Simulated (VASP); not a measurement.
# Re (Fm-3m) in VASP: notebook

The runs below take Re through relaxation of cell and atoms, with LDA.

Everything below comes from runs of VASP 6.6.1. Logs are shortened: lines on timing, memory, paths and dates and some standing lists are left out, and cuts for length are marked.

### Step 1. The cell of the first run

The structure is cubic, space group Fm-3m (No. 225). Conventional cell: a = 3.877 Å, b = 3.877 Å, c = 3.877 Å, α = 90.00°, β = 90.00°, γ = 90.00°. Re (site symmetry m-3m) has 12 Re at 2.74 Å within 3.6 Å.

This isn't the form of Re at room conditions, which is hcp.

### Step 2. Relaxation of cell and atoms, LDA, target pressure -4.8 GPa, at which the enthalpy is minimised

File INCAR:

```
SYSTEM = Re
PREC = Accurate ; ENCUT = 600
EDIFF = 1E-7 ; ISMEAR = -1
SIGMA = 0.1 ; LREAL = .FALSE.
LASPH = .TRUE. ; NELM = 80
ALGO = Normal ; ISIF = 3
LWAVE = .FALSE. ; LCHARG = .FALSE.
IBRION = 2 ; NSW = 60
EDIFFG = -0.005 ; PSTRESS = -48.0
```

File KPOINTS:

```
regular mesh
0
G
  17 17 17
  0 0 0
```

File POSCAR:

```
Re
1.0
    0.0000000000      1.9382612081      1.9382612081
    1.9382612081      0.0000000000      1.9382612081
    1.9382612081      1.9382612081      0.0000000000
Re
1
Direct
    0.0000000000      0.0000000000      0.0000000000
```

Potentials or basis: VASP PAW LDA potentials, release 64 (Re).

Command:

```sh
$ cat potpaw_LDA.64/Re/POTCAR > POTCAR
$ mpirun -np 1 vasp_std > vasp.out
```

OUTCAR:

```text
SYSTEM = Re
   PREC = Accurate
   ENCUT = 600
   EDIFF = 1E-7
   ISMEAR = -1
   LREAL = .FALSE.
   LASPH = .TRUE.
   NELM = 80
   ISIF = 3
   IBRION = 2
   NSW = 60
   EDIFFG = -0.005
   PSTRESS = -48.0

 ion  position               nearest neighbor table
   1  0.000  0.000  0.000-

  LATTYP: Found a face centered cubic cell.
 ALAT       =     3.8765224162

  Lattice vectors:

 A1 = (   0.0000000000,   1.9382612081,   1.9382612081)
 A2 = (   1.9382612081,   0.0000000000,   1.9382612081)
 A3 = (   1.9382612081,   1.9382612081,   0.0000000000)

Analysis of symmetry for initial positions (statically):
=====================================================================
 Subroutine PRICEL returns:
 Original cell was already a primitive cell.

 Routine SETGRP: Setting up the symmetry group for a
 face centered cubic supercell.

 Subroutine GETGRP returns: Found 48 space group operations
 (whereof 48 operations were pure point group operations)
 out of a pool of 48 trial point group operations.

The static configuration has the point symmetry O_h .

Analysis of symmetry for dynamics (positions and initial velocities):
=====================================================================
 Subroutine PRICEL returns:
 Original cell was already a primitive cell.

 Routine SETGRP: Setting up the symmetry group for a
 face centered cubic supercell.

 Subroutine GETGRP returns: Found 48 space group operations
 (whereof 48 operations were pure point group operations)
 out of a pool of 48 trial point group operations.

The dynamic configuration has the point symmetry O_h .

 Subroutine INISYM returns: Found 48 space group operations
 (whereof 48 operations are pure point group operations),
 and found     1 'primitive' translations

----------------------------------------------------------------------------------------

                                     Primitive cell

  volume of cell :      14.5635

  direct lattice vectors                    reciprocal lattice vectors
     0.000000000  1.938261208  1.938261208    -0.257963167  0.257963167  0.257963167
     1.938261208  0.000000000  1.938261208     0.257963167 -0.257963167  0.257963167
     1.938261208  1.938261208  0.000000000     0.257963167  0.257963167 -0.257963167

  length of vectors
     2.741115288  2.741115288  2.741115288     0.446805312  0.446805312  0.446805312

  position of ions in fractional coordinates (direct lattice)
     0.000000000  0.000000000  0.000000000

  ion indices of the primitive-cell ions
   primitive index   ion index
                 1           1

----------------------------------------------------------------------------------------

 KPOINTS: regular mesh

Automatic generation of k-mesh.
 Grid dimensions read from file:
 generate k-points for:   17   17   17

 Generating k-lattice:

  Cartesian coordinates                     Fractional coordinates (reciprocal lattice)
    -0.015174304  0.015174304  0.015174304     0.058823529  0.000000000  0.000000000
     0.015174304 -0.015174304  0.015174304     0.000000000  0.058823529  0.000000000
     0.015174304  0.015174304 -0.015174304     0.000000000  0.000000000  0.058823529

  Length of vectors
     0.026282665  0.026282665  0.026282665

  Shift w.r.t. Gamma in fractional coordinates (k-lattice)
     0.000000000  0.000000000  0.000000000

 Subroutine IBZKPT returns following result:
 ===========================================

 Found    165 irreducible k-points:

 Following reciprocal coordinates:
            Coordinates               Weight
  0.000000  0.000000  0.000000      1.000000
  0.058824  0.000000  0.000000      8.000000
  0.117647  0.000000  0.000000      8.000000
  0.176471  0.000000  0.000000      8.000000
  0.235294  0.000000  0.000000      8.000000
  0.294118  0.000000  0.000000      8.000000
[... 16 lines left out ...]
 -0.176471  0.058824  0.000000     24.000000
 -0.117647  0.058824  0.000000     24.000000
 [... further k-points ...]
   k-points           NKPTS =    165   k-points in BZ     NKDIM =    165   number of bands    NBANDS=      7
   number of dos      NEDOS =    301   number of ions     NIONS =      1
   total plane-waves  NPLWV =  13824
   dimension x,y,z NGX =    24 NGY =   24 NGZ =   24
   dimension x,y,z NGXF=    48 NGYF=   48 NGZF=   48
   ions per type =               1
   NGX,Y,Z   is equivalent  to a cutoff of  14.56, 14.56, 14.56 a.u.
   NGXF,Y,Z  is equivalent  to a cutoff of  29.11, 29.11, 29.11 a.u.
 SYSTEM =  Re
   PREC   = accura    normal or accurate (medium, high low for compatibility)
   ISTART =      0    job   : 0-new  1-cont  2-samecut
   ICHARG =      2    charge: 1-file 2-atom 10-const
   ISPIN  =      1    spin polarized calculation?
   LNONCOLLINEAR =      F non collinear calculations
   LSORBIT =      F    spin-orbit coupling
   LASPH  =      T    aspherical Exc in radial PAW
   ENCUT  =  600.0 eV  44.10 Ry    6.64 a.u.   5.47  5.47  5.47*2*pi/ulx,y,z
   NELM   =     80;   NELMIN=  2; NELMDL= -5     # of ELM steps
   EDIFF  = 0.1E-06   stopping-criterion for ELM
   LREAL  =      F    real-space projection
   EDIFFG = -.5E-02   stopping-criterion for IOM
   NSW    =     60    number of steps for IOM
   IBRION =      2    ionic relax: 0-MD 1-quasi-New 2-CG
   NFREE  =      1    steps in history (QN), initial steepest desc. (CG)
   ISIF   =      3    stress and relaxation
   ISYM   =      2    0-nonsym 1-usesym 2-fastsym
   POTIM  = 0.5000    time-step for ionic-motion
   TEBEG  =    0.0;   TEEND  =   0.0 temperature during run
   PSTRESS=  -48.0 pullay stress
   NELECT =       7.0000    total number of electrons
   NUPDOWN=      -1.0000    fix difference up-down
   EMIN   =  10.00;   EMAX   =-10.00  energy-range for DOS
   EFERMI =   0.00;   METHOD = LEGACY
   ISMEAR =    -1;   SIGMA  =   0.10  broadening in eV -4-tet -1-fermi 0-gaus
   EFERMI_NEDOS =   21; number of points for ismear=-14 and -15
   IALGO  =     38    algorithm
   IMIX   =      4    mixing-type and parameters
     AMIX     =   0.40;   BMIX     =  1.00
     AMIX_MAG =   1.60;   BMIX_MAG =  1.00
  volume/ion in A,a.u.               =      14.56        98.28
  Fermi-wavevector in a.u.,A,eV,Ry     =   1.282385  2.423357 22.374946  1.644512
  Thomas-Fermi vector in A             =   2.414700
   LORBIT       =      0    0 simple, 1 ext, 2 COOP (PROOUT), +10 PAW based schemes
   GGA     = CA    functional components
   LHFCALC =     F    Hartree Fock is set to
   AEXX    =    0.0000 exact exchange contribution
   IVDW    =     0    specifies the selected vdW correction
   LEPSILON=     F    determine dielectric tensor
   LRPA    =     F    only Hartree local field effects (RPA)
 conjugate gradient relaxation of ions
 non-spin polarized calculation
  energy-cutoff  :      600.00
  volume of cell :       14.56
 maximum number of plane-waves:       531
 NGX is ok and might be reduce to    24
   NGX = 11   NGY = 11   NGZ = 11

--------------------------------------- Ionic step        1  -------------------------------------------

 number of electron       7.0000000 magnetization

 Free energy of the ion-electron system (eV)
  ---------------------------------------------------
  ext. energy  EPLUGINS =         0.00000000
  ---------------------------------------------------
  free energy    TOTEN  =       -13.70712955 eV

  energy without entropy =      -13.67789889  energy(sigma->0) =      -13.69251422

------------------------ aborting loop because EDIFF is reached ----------------------------------------

  FORCE on cell =-STRESS in cart. coord.  units (eV):
  Direction    XX          YY          ZZ          XY          YZ          ZX
  --------------------------------------------------------------------------------------
  -------------------------------------------------------------------------------------
  Total       -0.3088229     -0.3088229     -0.3088229      0.0000000      0.0000000     -0.0000000
  in kB      -33.9745103    -33.9745103    -33.9745103      0.0000000      0.0000000     -0.0000000
  external PRESSURE =      14.0254897 kB  Pullay stress =     -48.0000000 kB

 VOLUME and BASIS-vectors are now :
 -----------------------------------------------------------------------------
  energy-cutoff  :      600.00
  volume of cell :       14.56
      direct lattice vectors                 reciprocal lattice vectors
     0.000000000  1.938261208  1.938261208    -0.257963167  0.257963167  0.257963167
     1.938261208  0.000000000  1.938261208     0.257963167 -0.257963167  0.257963167
     1.938261208  1.938261208  0.000000000     0.257963167  0.257963167 -0.257963167
[... 44 lines left out ...]
  FREE ENERGIE OF THE ION-ELECTRON SYSTEM (eV)
  ---------------------------------------------------
  free  energy   TOTEN  =       -13.6954354866 eV

  energy  without entropy=      -13.6655394535  energy(sigma->0) =      -13.68048747

  enthalpy is  TOTEN    =       -14.1398480372 eV   P V=       -0.4444125506

--------------------------------------- Ionic step        3  -------------------------------------------

 number of electron       7.0000000 magnetization

 Free energy of the ion-electron system (eV)
  ---------------------------------------------------
  ext. energy  EPLUGINS =         0.00000000
  ---------------------------------------------------
  free energy    TOTEN  =       -13.70577883 eV

  energy without entropy =      -13.67641890  energy(sigma->0) =      -13.69109887

 E-fermi :   8.2146     XC(G=0): -13.8782

 val. band max:        8.2084112362   @ k =  -0.2941   0.2941   0.1176
 cond. band min:       8.2171181163   @ k =  -0.4706   0.0588   0.0000
 fundamental gap:      0.0087068800
 Fermi energy:         8.2145533225

 k-point     1 :       0.0000    0.0000    0.0000
  band No.  band energies     occupation
      1      -1.9063      2.00000
      2       6.2467      2.00000
      3       6.2467      2.00000
      4       6.2467      2.00000
      5       9.4553      0.00001
      6       9.4553      0.00001
      7      22.1753      0.00000

 k-point     2 :       0.0588    0.0000    0.0000
  band No.  band energies     occupation
      1      -1.7432      2.00000
      2       6.1361      2.00000
      3       6.3238      2.00000
      4       6.3238      2.00000
      5       9.3924      0.00002
      6       9.3924      0.00002
      7      22.4937      0.00000
[... 201 lines left out ...]
 k-point    23 :      -0.1765    0.0588    0.0000
  band No.  band energies     occupation
      1      -0.1726      2.00000
      2       5.3548      2.00000
      3       6.7762      2.00000
      4       6.8647      2.00000
      5       8.7730      0.00748
      6       9.7520      0.00000
      7      23.5421      0.00000

 k-point    24 :      -0.1176    0.0588    0.0000
  band No.  band energies     occupation
      1      -0.9246      2.00000
      2       5.6305      2.00000
      3       6.6629      2.00000
      4       6.6869      2.00000
      5       8.8642      0.00301
      6       9.5217      0.00000
      7      23.9351      0.00000

 [... further k-points ...]
[... 5 lines left out ...]
  --------------------------------------------------------------------------------------
  -------------------------------------------------------------------------------------
  Total       -0.4386755     -0.4386755     -0.4386755      0.0000000     -0.0000000      0.0000000
  in kB      -48.0857216    -48.0857216    -48.0857216      0.0000000     -0.0000000      0.0000000
  external PRESSURE =      -0.0857216 kB  Pullay stress =     -48.0000000 kB

 VOLUME and BASIS-vectors are now :
 -----------------------------------------------------------------------------
  energy-cutoff  :      600.00
  volume of cell :       14.62
      direct lattice vectors                 reciprocal lattice vectors
    -0.000000000  1.940599654  1.940599654    -0.257652318  0.257652318  0.257652318
     1.940599654  0.000000000  1.940599654     0.257652318 -0.257652318  0.257652318
     1.940599654  1.940599654 -0.000000000     0.257652318  0.257652318 -0.257652318

 POSITION                                       TOTAL-FORCE (eV/Angst)
 -----------------------------------------------------------------------------------
      0.00000      0.00000      0.00000         0.000000      0.000000      0.000000
 -----------------------------------------------------------------------------------
    total drift:                                0.000000     -0.000000     -0.000000

  FREE ENERGIE OF THE ION-ELECTRON SYSTEM (eV)
  ---------------------------------------------------
  free  energy   TOTEN  =       -13.7057788327 eV

  energy  without entropy=      -13.6764189031  energy(sigma->0) =      -13.69109887

  enthalpy is  TOTEN    =       -14.1436723336 eV   P V=       -0.4378935009

 reached required accuracy - stopping structural energy minimisation
```

Wall time 63 s (1 thread of Oxide Virtual Turin-like, shared host); peak memory 0.12 GiB.

What came out:

```
Free energy                                                : -13.7058 eV
Relaxed volume                                             : 14.62 Å³/atom
Relaxed cell                                               : a = 2.744 Å, b = 2.744 Å, c = 2.744 Å, α = 60.00°, β = 60.00°, γ = 60.00°
Space group after relaxing (to 0.1 Å)                      : Fm-3m (No. 225)
Energy change on relaxing (the run minimises the enthalpy) : +1.4 meV/atom
Ionic steps                                                : 3
Pressure after relaxing                                    : -4.8 GPa
Band gap on the k mesh                                     : zero (an odd number of electrons rules out a gap without spin polarisation)
```

Step by step:
```
step  energy change (eV)  largest force (eV/Å)  pressure (GPa)  volume (Å³)
   1              0.0000                0.0000           -3.40        14.56
   2              0.0117                0.0000          -10.34        14.83
   3              0.0014                0.0000           -4.81        14.62
```

Final structure:
```
Re
1.0
     0.00000    1.94060    1.94060
     1.94060    0.00000    1.94060
     1.94060    1.94060    0.00000
Re
1
Direct
  0.00000 0.00000 0.00000
```

Caveat: the cell is relaxed towards a set pressure, so the run minimises the enthalpy, not the energy; spin-orbit coupling is left out, which moves the levels of the heavy elements.

### Step 3. Relaxation of cell and atoms, LDA, target pressure -4.8 GPa, at which the enthalpy is minimised

File INCAR:

```
PREC = Accurate
ENCUT = 600
EDIFF = 1E-6
ISMEAR = -1
SIGMA = 0.1
LREAL = False
LASPH = True
NELM = 60
ALGO = Normal
ISIF = 3
LWAVE = False
LCHARG = False
IBRION = 2
NSW = 32
EDIFFG = -0.005
PSTRESS = -48.0
```

File KPOINTS:

```
regular mesh
0
Gamma
  17 17 17
```

File POSCAR:

```
Re
1.0
    0.0000000000      1.9381965778      1.9381965778
    1.9381965778      0.0000000000      1.9381965778
    1.9381965778      1.9381965778      0.0000000000
Re
1
Direct
    0.0000000000      0.0000000000      0.0000000000
```

Potentials or basis: VASP PAW LDA potentials, release 64 (Re).

Command:

```sh
$ cat potpaw_LDA.64/Re/POTCAR > POTCAR
$ mpirun -np 1 vasp_std > vasp.out
```

OUTCAR:

```text
PREC = Accurate
   ENCUT = 600
   EDIFF = 1E-6
   ISMEAR = -1
   LREAL = False
   LASPH = True
   NELM = 60
   ISIF = 3
   IBRION = 2
   NSW = 32
   EDIFFG = -0.005
   PSTRESS = -48.0

 ion  position               nearest neighbor table
   1  0.000  0.000  0.000-

  LATTYP: Found a face centered cubic cell.
 ALAT       =     3.8763931556

  Lattice vectors:

 A1 = (   0.0000000000,   1.9381965778,   1.9381965778)
 A2 = (   1.9381965778,   0.0000000000,   1.9381965778)
 A3 = (   1.9381965778,   1.9381965778,   0.0000000000)

Analysis of symmetry for initial positions (statically):
=====================================================================
 Subroutine PRICEL returns:
 Original cell was already a primitive cell.
[... 250 lines left out ...]

  energy without entropy =      -13.67642630  energy(sigma->0) =      -13.69110598

 E-fermi :   8.2148     XC(G=0): -13.8783

 val. band max:        8.2086167860   @ k =  -0.2941   0.2941   0.1176
 cond. band min:       8.2173668022   @ k =  -0.4706   0.0588   0.0000
 fundamental gap:      0.0087500161
 Fermi energy:         8.2147644139

 k-point     1 :       0.0000    0.0000    0.0000
  band No.  band energies     occupation
      1      -1.9062      2.00000
      2       6.2469      2.00000
      3       6.2469      2.00000
      4       6.2469      2.00000
      5       9.4555      0.00001
      6       9.4555      0.00001
      7      22.1755      0.00000
[... 221 lines left out ...]
 k-point    24 :      -0.1176    0.0588    0.0000
  band No.  band energies     occupation
      1      -0.9245      2.00000
      2       5.6307      2.00000
      3       6.6631      2.00000
      4       6.6871      2.00000
      5       8.8644      0.00301
      6       9.5219      0.00000
      7      23.9354      0.00000

 [... further k-points ...]

------------------------ aborting loop because EDIFF is reached ----------------------------------------

  FORCE on cell =-STRESS in cart. coord.  units (eV):
  Direction    XX          YY          ZZ          XY          YZ          ZX
  --------------------------------------------------------------------------------------
  -------------------------------------------------------------------------------------
  Total       -0.4379437     -0.4379437     -0.4379437     -0.0000000      0.0000000     -0.0000000
  in kB      -48.0063093    -48.0063093    -48.0063093     -0.0000000      0.0000000     -0.0000000
  external PRESSURE =      -0.0063093 kB  Pullay stress =     -48.0000000 kB
[... 20 lines left out ...]
  energy  without entropy=      -13.6764262984  energy(sigma->0) =      -13.69110598

  enthalpy is  TOTEN    =       -14.1436717556 eV   P V=       -0.4378860968

 reached required accuracy - stopping structural energy minimisation
```

OSZICAR:

```text
N       E                     dE             d eps       ncg     rms          rms(c)
DAV:   1     0.207911740451E+02    0.20791E+02   -0.35964E+03  2674   0.102E+03
DAV:   2    -0.138121306125E+02   -0.34603E+02   -0.30703E+02  3717   0.160E+02
DAV:   3    -0.144313783735E+02   -0.61925E+00   -0.57824E+00  2667   0.220E+01
[... 19 lines left out ...]
DAV:   2    -0.137063737489E+02    0.26108E-02   -0.34122E-03  3598   0.128E+00    0.617E-01
DAV:   3    -0.137057731939E+02    0.60055E-03   -0.17103E-03  3633   0.908E-01    0.758E-02
DAV:   4    -0.137057843191E+02   -0.11125E-04   -0.38940E-05  2772   0.112E-01    0.169E-02
DAV:   5    -0.137057857189E+02   -0.13999E-05   -0.35275E-06  2982   0.330E-02    0.314E-03
DAV:   6    -0.137057856588E+02    0.60115E-07   -0.10120E-07  1225   0.283E-03
   3 F= -.14143672E+02 E0= -.14128992E+02  d E =-.243337E-03
```

Run time: 56 s. Hardware: 1 thread of Oxide Virtual Turin-like, shared host; peak memory 0.12 GiB.

Results:

| Item | Value |
| --- | --- |
| Free energy | -13.7058 eV |
| Relaxed volume | 14.62 Å³/atom |
| Relaxed cell | a = 2.744 Å, b = 2.744 Å, c = 2.744 Å, α = 60.00°, β = 60.00°, γ = 60.00° |
| Space group after relaxing (to 0.1 Å) | Fm-3m (No. 225) |
| Energy change on relaxing (the run minimises the enthalpy) | +1.4 meV/atom |
| Ionic steps | 3 |
| Pressure after relaxing | -4.8 GPa |
| Band gap on the k mesh | zero (an odd number of electrons rules out a gap without spin polarisation) |

Step by step:
```tsv
step	energy change (eV)	largest force (eV/Å)	pressure (GPa)	volume (Å³)
1	0.0000	0.0000	-3.38	14.56
2	0.0118	0.0000	-10.38	14.84
3	0.0014	0.0000	-4.80	14.62
```

Final structure:
```xyz
1
Lattice="0.0000 1.9406 1.9406 1.9406 0.0000 1.9406 1.9406 1.9406 0.0000" Properties=species:S:1:pos:R:3 pbc="T T T"
Re    0.0000    0.0000    0.0000
```

Levels at points of the mesh, in eV from the Fermi level:
| k point | band 1 | band 2 | band 3 | band 4 | band 5 | band 6 | band 7 |
| --- | --- | --- | --- | --- | --- | --- | --- |
| (0.00, 0.00, 0.00) | -10.12 | -1.97 | -1.97 | -1.97 | 1.24 | 1.24 | 13.96 |

Caveat: the cell is relaxed towards a set pressure, so the run minimises the enthalpy, not the energy; spin-orbit coupling is left out, which moves the levels of the heavy elements.
